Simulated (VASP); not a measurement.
# CoO (Fm-3m) in VASP: a series of runs

Runs on CoO. Level: PBE+U. Tasks: single point.

Program: VASP 6.6.1. These are calculated values, not measurements. Logs are shortened: lines on timing, memory, paths and dates and some standing lists are left out, and cuts for length are marked.

**1. The cell of the first run**

The structure is cubic, space group Fm-3m (No. 225). Conventional cell: a = 4.263 Å, b = 4.263 Å, c = 4.263 Å, α = 90.00°, β = 90.00°, γ = 90.00°. Within 2.8 Å of Co (site symmetry m-3m) lie 6 O at 2.13 Å. Within 2.8 Å of O (site symmetry m-3m) lie 6 Co at 2.13 Å.

**2. Single point, PBE+U, collinear spin, antiferromagnetic start**

File INCAR:

```
PREC     = Accurate       # precision mode
ENCUT    = 520            # plane-wave cutoff, eV
EDIFF    = 1E-6           # SCF threshold, eV
ISMEAR   = 0              # smearing method
SIGMA    = 0.05           # smearing width, eV
LREAL    = False          # projectors in reciprocal space
LASPH    = True           # aspherical terms in the spheres
NELM     = 150            # most SCF steps
ALGO     = Normal         # electronic algorithm
ISIF     = 2              # what is computed and relaxed
LWAVE    = False          # write WAVECAR
LCHARG   = True           # write CHGCAR
ISPIN    = 2              # spin polarisation
MAGMOM   = 3 -3 0 0       # initial moments
LORBIT   = 11             # projections on sites
LMAXMIX  = 4              # l up to which the mixer works
LDAU     = True           # DFT+U
LDAUTYPE = 2            
LDAUL    = 2 -1           # shell
LDAUU    = 3.3 0          # U, eV
LDAUJ    = 0 0          
LDAUPRINT= 1            
GGA      = PE             # functional
LELF     = True           # ELF
LVHAR    = True         
NBANDS   = 27             # bands
```

File KPOINTS:

```
regular mesh
0
Gamma
  10 10 5
```

File POSCAR:

```
CoO
1.0
    0.0000000000      2.1315016559      2.1315016559
    2.1315016559      0.0000000000      2.1315016559
    4.2630033118      4.2630033118      0.0000000000
Co O
2 2
Direct
    0.0000000000      0.0000000000      0.0000000000
    0.0000000000      0.0000000000      0.5000000000
    0.5000000000      0.5000000000      0.2500000000
    0.5000000000      0.5000000000      0.7500000000
```

Potentials or basis: VASP PAW PBE potentials, release 64 (Co, O).

Started as:

```sh
> cat potpaw_PBE.64/Co/POTCAR potpaw_PBE.64/O/POTCAR > POTCAR
> mpirun -np 1 vasp_std > vasp.out
```

OUTCAR:

```text
PREC = Accurate
   ENCUT = 520
   EDIFF = 1E-6
   ISMEAR = 0
   LREAL = False
   LASPH = True
   NELM = 150
   ISIF = 2
   ISPIN = 2
   LORBIT = 11
   GGA = PE

 ion  position               nearest neighbor table
   1  0.000  0.000  0.000-   4 2.13   3 2.13   4 2.13   3 2.13   4 2.13   3 2.13   2 3.01   2 3.01
                             2 3.01   2 3.01   2 3.01   2 3.01
   2  0.000  0.000  0.500-   3 2.13   3 2.13   4 2.13   3 2.13   4 2.13   4 2.13   1 3.01   1 3.01
                             1 3.01   1 3.01   1 3.01   1 3.01
   3  0.500  0.500  0.250-   1 2.13   1 2.13   2 2.13   1 2.13   2 2.13   2 2.13
   4  0.500  0.500  0.750-   2 2.13   1 2.13   2 2.13   1 2.13   2 2.13   1 2.13

  LATTYP: Found a trigonal (rhomboedric) cell.
 ALAT       =     5.2210914429
 COS(alpha) =     0.8333333333

  Lattice vectors:

 A1 = (   4.2630033118,   2.1315016559,  -2.1315016559)
 A2 = (   2.1315016559,   2.1315016559,  -4.2630033118)
 A3 = (   2.1315016559,   4.2630033118,  -2.1315016559)

Analysis of symmetry for initial positions (statically):
=====================================================================
 Subroutine PRICEL returns following result:

  LATTYP: Found a face centered cubic cell.
 ALAT       =     4.2630033118
[... 12 lines left out ...]
 Subroutine GETGRP returns: Found 12 space group operations
 (whereof 12 operations were pure point group operations)
 out of a pool of 12 trial point group operations.

The static configuration has the point symmetry D_3d.

Analysis of symmetry for dynamics (positions and initial velocities):
=====================================================================
 Subroutine PRICEL returns following result:

  LATTYP: Found a face centered cubic cell.
 ALAT       =     4.2630033118
[... 12 lines left out ...]
 Subroutine GETGRP returns: Found 12 space group operations
 (whereof 12 operations were pure point group operations)
 out of a pool of 12 trial point group operations.

The dynamic configuration has the point symmetry D_3d.

Analysis of structural, dynamic, and magnetic symmetry:
=====================================================================
 Subroutine PRICEL returns following result:

  LATTYP: Found a face centered cubic cell.
 ALAT       =     4.2630033118
[... 12 lines left out ...]
 Subroutine GETGRP returns: Found 12 space group operations
 (whereof 12 operations were pure point group operations)
 out of a pool of 12 trial point group operations.

The overall configuration has the point symmetry D_3d.

 Subroutine INISYM returns: Found 12 space group operations
 (whereof 12 operations are pure point group operations),
 and found     2 'primitive' translations

----------------------------------------------------------------------------------------

                                     Primitive cell

  volume of cell :      19.3681

  direct lattice vectors                    reciprocal lattice vectors
     0.000000000  2.131501656  2.131501656    -0.234576407  0.234576407  0.234576407
     2.131501656  0.000000000  2.131501656     0.234576407 -0.234576407  0.234576407
     2.131501656  2.131501656  0.000000000     0.234576407  0.234576407 -0.234576407
[... 151 lines left out ...]

spin component  1

  0.9678  0.0004 -0.0005  0.0004 -0.0000
  0.0004  0.9678 -0.0002 -0.0004  0.0004
 -0.0005 -0.0002  1.0023 -0.0002 -0.0000
  0.0004 -0.0004 -0.0002  0.9678 -0.0004
 -0.0000  0.0004 -0.0000 -0.0004  1.0023

spin component  2

  0.6479 -0.1515  0.0225 -0.1515 -0.0000
 -0.1515  0.6479  0.0113  0.1515 -0.0195
  0.0225  0.0113  0.1570  0.0113  0.0000
 -0.1515  0.1515  0.0113  0.6479  0.0195
 -0.0000 -0.0195  0.0000  0.0195  0.1570

 occupancies and eigenvectors

  o =  0.1548  v =  0.0000  0.0000  0.0000  0.0000  0.0000 -0.0657 -0.0334  0.9967 -0.0323 -0.0096      0.0000  0.0000  0.0000  0.0000  0.0000  0.0000  0.0000  0.0000  0.0000  0.0000
  o =  0.1548  v =  0.0000  0.0000  0.0000  0.0000  0.0000 -0.0006  0.0566  0.0096 -0.0572  0.9967      0.0000  0.0000  0.0000  0.0000  0.0000  0.0000  0.0000  0.0000  0.0000  0.0000
  o =  0.4986  v =  0.0000  0.0000  0.0000  0.0000  0.0000  0.7658  0.1442  0.0757  0.6216  0.0272      0.0000  0.0000  0.0000  0.0000  0.0000  0.0000  0.0000  0.0000  0.0000  0.0000
  o =  0.4986  v =  0.0000  0.0000  0.0000  0.0000  0.0000  0.2756  0.8010  0.0272 -0.5254 -0.0757      0.0000  0.0000  0.0000  0.0000  0.0000  0.0000  0.0000  0.0000  0.0000  0.0000
  o =  0.9510  v =  0.0000  0.0000  0.0000  0.0000  0.0000 -0.5774  0.5774  0.0000  0.5774  0.0000      0.0000  0.0000  0.0000  0.0000  0.0000  0.0000  0.0000  0.0000  0.0000  0.0000
  o =  0.9669  v =  0.5774 -0.5774 -0.0000 -0.5774  0.0000  0.0000  0.0000  0.0000  0.0000  0.0000      0.0000  0.0000  0.0000  0.0000  0.0000  0.0000  0.0000  0.0000  0.0000  0.0000
  o =  0.9682  v =  0.6055  0.7770  0.0132 -0.1715 -0.0119  0.0000  0.0000  0.0000  0.0000  0.0000      0.0000  0.0000  0.0000  0.0000  0.0000  0.0000  0.0000  0.0000  0.0000  0.0000
  o =  0.9682  v = -0.5476  0.2505 -0.0119 -0.7981 -0.0132  0.0000  0.0000  0.0000  0.0000  0.0000      0.0000  0.0000  0.0000  0.0000  0.0000  0.0000  0.0000  0.0000  0.0000  0.0000
  o =  1.0023  v =  0.0000  0.0126 -0.0000 -0.0126  0.9998  0.0000  0.0000  0.0000  0.0000  0.0000      0.0000  0.0000  0.0000  0.0000  0.0000  0.0000  0.0000  0.0000  0.0000  0.0000
  o =  1.0023  v =  0.0145  0.0073 -0.9998  0.0073 -0.0000  0.0000  0.0000  0.0000  0.0000  0.0000      0.0000  0.0000  0.0000  0.0000  0.0000  0.0000  0.0000  0.0000  0.0000  0.0000

atom =   2  type =  1  l = 2

 onsite density matrix

spin component  1

  0.6479 -0.1515  0.0225 -0.1515 -0.0000
 -0.1515  0.6479  0.0113  0.1515 -0.0195
  0.0225  0.0113  0.1570  0.0113 -0.0000
 -0.1515  0.1515  0.0113  0.6479  0.0195
 -0.0000 -0.0195 -0.0000  0.0195  0.1570

spin component  2

  0.9678  0.0004 -0.0005  0.0004 -0.0000
  0.0004  0.9678 -0.0002 -0.0004  0.0004
 -0.0005 -0.0002  1.0023 -0.0002  0.0000
  0.0004 -0.0004 -0.0002  0.9678 -0.0004
 -0.0000  0.0004  0.0000 -0.0004  1.0023

 occupancies and eigenvectors

  o =  0.1548  v = -0.0020  0.0559  0.0309 -0.0579  0.9963  0.0000  0.0000  0.0000  0.0000  0.0000      0.0000  0.0000  0.0000  0.0000  0.0000  0.0000  0.0000  0.0000  0.0000  0.0000
  o =  0.1548  v = -0.0657 -0.0346  0.9963 -0.0311 -0.0309  0.0000  0.0000  0.0000  0.0000  0.0000      0.0000  0.0000  0.0000  0.0000  0.0000  0.0000  0.0000  0.0000  0.0000  0.0000
  o =  0.4986  v =  0.8042  0.2937  0.0795  0.5105  0.0124  0.0000  0.0000  0.0000  0.0000  0.0000      0.0000  0.0000  0.0000  0.0000  0.0000  0.0000  0.0000  0.0000  0.0000  0.0000
  o =  0.4986  v =  0.1252  0.7590  0.0124 -0.6338 -0.0795  0.0000  0.0000  0.0000  0.0000  0.0000      0.0000  0.0000  0.0000  0.0000  0.0000  0.0000  0.0000  0.0000  0.0000  0.0000
  o =  0.9510  v =  0.5774 -0.5774  0.0000 -0.5774 -0.0000  0.0000  0.0000  0.0000  0.0000  0.0000      0.0000  0.0000  0.0000  0.0000  0.0000  0.0000  0.0000  0.0000  0.0000  0.0000
  o =  0.9669  v =  0.0000  0.0000  0.0000  0.0000  0.0000 -0.5774  0.5774  0.0000  0.5774 -0.0000      0.0000  0.0000  0.0000  0.0000  0.0000  0.0000  0.0000  0.0000  0.0000  0.0000
  o =  0.9682  v =  0.0000  0.0000  0.0000  0.0000  0.0000  0.0000  0.7070 -0.0000 -0.7070 -0.0178      0.0000  0.0000  0.0000  0.0000  0.0000  0.0000  0.0000  0.0000  0.0000  0.0000
  o =  0.9682  v =  0.0000  0.0000  0.0000  0.0000  0.0000  0.8164  0.4082  0.0178  0.4082 -0.0000      0.0000  0.0000  0.0000  0.0000  0.0000  0.0000  0.0000  0.0000  0.0000  0.0000
  o =  1.0023  v =  0.0000  0.0000  0.0000  0.0000  0.0000  0.0000 -0.0126 -0.0000  0.0126 -0.9998      0.0000  0.0000  0.0000  0.0000  0.0000  0.0000  0.0000  0.0000  0.0000  0.0000
  o =  1.0023  v =  0.0000  0.0000  0.0000  0.0000  0.0000  0.0145  0.0073 -0.9998  0.0073  0.0000      0.0000  0.0000  0.0000  0.0000  0.0000  0.0000  0.0000  0.0000  0.0000  0.0000

 number of electron      30.0000015 magnetization       0.0000000

 Free energy of the ion-electron system (eV)
  ---------------------------------------------------
  ext. energy  EPLUGINS =         0.00000000
  ---------------------------------------------------
  free energy    TOTEN  =       -22.88314399 eV

  energy without entropy =      -22.87312882  energy(sigma->0) =      -22.87813640

 E-fermi :   7.6041     XC(G=0): -12.3706

 val. band max:        7.6012054845   @ k =  -0.4000   0.4000   0.0000
 cond. band min:       7.6063608990   @ k =  -0.2000   0.0000   0.2000
 fundamental gap:      0.0051554146
 Fermi energy:         7.6041446145

 spin component 1

 k-point     1 :       0.0000    0.0000    0.0000
  band No.  band energies     occupation
      1     -11.9245      1.00000
      2     -10.6554      1.00000
      3      -0.1212      1.00000
      4       1.5195      1.00000
      5       1.5195      1.00000
      6       3.3171      1.00000
[... 1433 lines left out ...]
     26      23.6031      0.00000
     27      24.2853      0.00000

 [... further k-points ...]
[... 5 lines left out ...]
  --------------------------------------------------------------------------------------
  -------------------------------------------------------------------------------------
  Total       -0.4478906     -0.4478906     -0.4478906      0.6334743     -0.6334743     -0.6334743
  in kB      -18.5253097    -18.5253097    -18.5253097     26.2012838    -26.2012838    -26.2012838
  external PRESSURE =     -18.5253097 kB  Pullay stress =       0.0000000 kB

 VOLUME and BASIS-vectors are now :
 -----------------------------------------------------------------------------
  energy-cutoff  :      520.00
  volume of cell :       38.74
      direct lattice vectors                 reciprocal lattice vectors
     0.000000000  2.131501656  2.131501656    -0.234576407  0.234576407  0.234576407
     2.131501656  0.000000000  2.131501656     0.234576407 -0.234576407  0.234576407
     4.263003312  4.263003312  0.000000000     0.117288204  0.117288204 -0.117288204

 POSITION                                       TOTAL-FORCE (eV/Angst)
 -----------------------------------------------------------------------------------
      0.00000      0.00000      0.00000        -0.000000      0.000000      0.000000
      2.13150      2.13150      0.00000        -0.000000      0.000000      0.000000
      2.13150      2.13150      2.13150         0.000000     -0.000000     -0.000000
      4.26300      4.26300      2.13150         0.000000      0.000000     -0.000000
 -----------------------------------------------------------------------------------
    total drift:                                0.000000     -0.000000     -0.000000

  FREE ENERGIE OF THE ION-ELECTRON SYSTEM (eV)
  ---------------------------------------------------
  free  energy   TOTEN  =       -22.8831439933 eV

  energy  without entropy=      -22.8731288164  energy(sigma->0) =      -22.87813640

 total charge

# of ion       s       p       d       tot
------------------------------------------
    1        0.300   0.360   7.142   7.802
    2        0.300   0.360   7.142   7.802
    3        1.555   3.442   0.000   4.997
    4        1.555   3.442   0.000   4.997
--------------------------------------------------
tot          3.710   7.604  14.283  25.597

 magnetization (x)

# of ion       s       p       d       tot
------------------------------------------
    1        0.004  -0.000   2.649   2.653
    2       -0.004   0.000  -2.649  -2.653
    3        0.000   0.000   0.000   0.000
    4        0.000   0.000   0.000   0.000
--------------------------------------------------
tot          0.000   0.000   0.000   0.000
```

Run time: 2.3 min. Hardware: 1 thread of AMD EPYC 7R13, shared host; peak memory 0.25 GiB.

What came out:

* Free energy: -22.8831 eV
* Pressure: -1.9 GPa
* Band gap on the k mesh: zero (filled and empty bands overlap)
* Net moment: 0.00 μB per cell
* Site moments: Co +2.65, -2.65; O +0.00 μB
* Valence electrons inside the program's atomic spheres: Co 7.80; O 5.00

Stress tensor (GPa, compression positive):
```
-1.85  2.62 -2.62
 2.62 -1.85 -2.62
-2.62 -2.62 -1.85
```

Eigenvalues of the final occupation matrices:
| site | spin | trace | eigenvalues |
| --- | --- | --- | --- |
| site 1 d | 1 | 4.91 | 0.97 0.97 0.97 1.00 1.00 |
| site 1 d | 2 | 2.26 | 0.15 0.15 0.50 0.50 0.95 |
| site 2 d | 1 | 2.26 | 0.15 0.15 0.50 0.50 0.95 |
| site 2 d | 2 | 4.91 | 0.97 0.97 0.97 1.00 1.00 |

The state reached can hang on the start; a lower one may exist.

**3. Single point, PBE+U, collinear spin, antiferromagnetic start**

This run uses another cell than the first one, of the same volume but with other edges.

File INCAR:

```
SYSTEM = CoO
ALGO = Normal
EDIFF = 1E-6
ENCUT = 520
GGA = PE
ISIF = 2
ISMEAR = 0
ISPIN = 2
LASPH = .TRUE.
LCHARG = .FALSE.
LDAU = .TRUE.
LDAUJ = 0 0
LDAUL = 2 -1
LDAUPRINT = 1
LDAUTYPE = 2
LDAUU = 3.3 0
LMAXMIX = 4
LORBIT = 11
LREAL = .FALSE.
LWAVE = .FALSE.
MAGMOM = 3 -3 0 0
NBANDS = 27
NELM = 150
PREC = Accurate
SIGMA = 0.05
```

File KPOINTS:

```
k-points
0
G
  10 10 5
  0 0 0
```

File POSCAR:

```
CoO
1.0
    0.0000000000      2.1315016559      2.1315016559
    4.2630033118      2.1315016559      2.1315016559
    4.2630033118      4.2630033118      0.0000000000
Co O
2 2
Direct
    0.0000000000      0.0000000000      0.0000000000
    0.0000000000      0.0000000000      0.5000000000
    0.5000000000      0.5000000000      0.0000000000
    0.5000000000      0.5000000000      0.5000000000
```

Potentials or basis: VASP PAW PBE potentials, release 64 (Co, O).

Started as:

```sh
> cat potpaw_PBE.64/Co/POTCAR potpaw_PBE.64/O/POTCAR > POTCAR
> mpirun -np 1 vasp_std > vasp.out
```

Run time: 3.3 min. Hardware: 1 thread of AMD EPYC 7R13, shared host; peak memory 0.3 GiB.

It converged, with:

```
Free energy                                           : -23.7829 eV
Pressure                                              : 4.6 GPa
Band gap on the k mesh                                : 0.10 eV
Net moment                                            : 0.00 μB per cell
Site moments                                          : Co +2.75, -2.75; O -0.12, +0.12 μB
Valence electrons inside the program's atomic spheres : Co 7.80; O 5.01
```

Stress tensor (GPa, compression positive):
```
13.51  0.00  0.00
 0.00  0.17  0.00
 0.00  0.00  0.17
```

Levels at points of the mesh, in eV from the valence-band top:
Spin up:
```csv
k point,band 12,band 13,band 14,band 15,band 16,band 17,band 18,band 19
"(0.00, 0.00, 0.00)",-2.41,-2.25,-1.69,-1.69,0.13,1.04,1.53,2.71
"(0.50, 0.00, 0.00)",-1.96,-1.30,-0.30,0.00,1.83,3.28,4.50,5.33
"(0.50, 0.50, 0.00)",-3.53,-3.47,-1.87,-1.87,1.59,2.07,2.85,6.08
```
Spin down:
```tsv
k point	band 11	band 12	band 13	band 14	band 15	band 16	band 17	band 18	band 19	band 20
(0.00, 0.00, 0.00)	-2.41	-2.41	-2.25	-1.69	-1.69	0.13	1.04	1.53	2.71	6.49
(0.50, 0.00, 0.00)	-2.37	-1.96	-1.30	-0.30	0.00	1.83	3.28	4.50	5.33	5.60
(0.50, 0.50, 0.00)	-3.70	-3.53	-3.47	-1.87	-1.87	1.59	2.07	2.85	6.08	6.96
```

Eigenvalues of the final occupation matrices:
| site | spin | trace | eigenvalues |
| --- | --- | --- | --- |
| site 1 d | 1 | 4.93 | 0.97 0.97 0.97 1.01 1.01 |
| site 1 d | 2 | 2.23 | 0.04 0.11 0.15 0.96 0.96 |
| site 2 d | 1 | 2.23 | 0.04 0.11 0.15 0.96 0.96 |
| site 2 d | 2 | 4.93 | 0.97 0.97 0.97 1.01 1.01 |

A k mesh can miss the band edges. The state reached can hang on the start; a lower one may exist.
